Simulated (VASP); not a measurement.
## Sr3Cd: single point with PBE

Sr3Cd:

```
Sr Cd
1.0
     5.08844    0.00000    0.00000
     0.00000    5.08844    0.00000
     0.00000    0.00000    5.08844
Sr Cd
3 1
Direct
  0.00000 0.50000 0.50000
  0.50000 0.00000 0.50000
  0.50000 0.50000 0.00000
  0.00000 0.00000 0.00000
```

```
Program                : VASP 6.6.1
Task                   : single point
Functional             : PBE
Potentials or basis    : VASP PAW PBE potentials, release 64 (Sr_sv, Cd)
Cutoff                 : 520 eV
k mesh                 : 4 × 4 × 4
Occupations            : gaussian, width 0.1 eV
Spin                   : no spin polarisation
Dipole correction      : no
Further INCAR settings : ALGO = Normal; EDIFF = 1e-07; NBANDS = 29
```

- Pressure: 6.2 GPa
- Band gap on the k mesh: zero (band 21 reaches 3.40 eV, above the bottom of band 22 at 2.81 eV)

Levels at points of the mesh, in eV from the Fermi level:
```
           k point  band 18  band 19  band 20  band 21  band 22  band 23  band 24  band 25
(0.00, 0.00, 0.00)    -5.29    -1.94     0.07     0.07     0.64     0.64     0.64     1.50
(0.50, 0.00, 0.00)    -4.06    -2.69    -0.59     0.16     0.16     1.01     1.39     2.14
(0.50, 0.50, 0.00)    -3.52    -1.55    -1.55    -0.33    -0.11     1.29     1.30     1.30
(0.50, 0.50, 0.50)    -3.85    -0.53    -0.53    -0.53     0.10     0.10     0.10     1.50
```

Wall time 40 s on 1 thread of Intel(R) Xeon(R) Platinum 8488C (Sapphire Rapids), with other jobs on the host, peak memory 0.26 GiB.
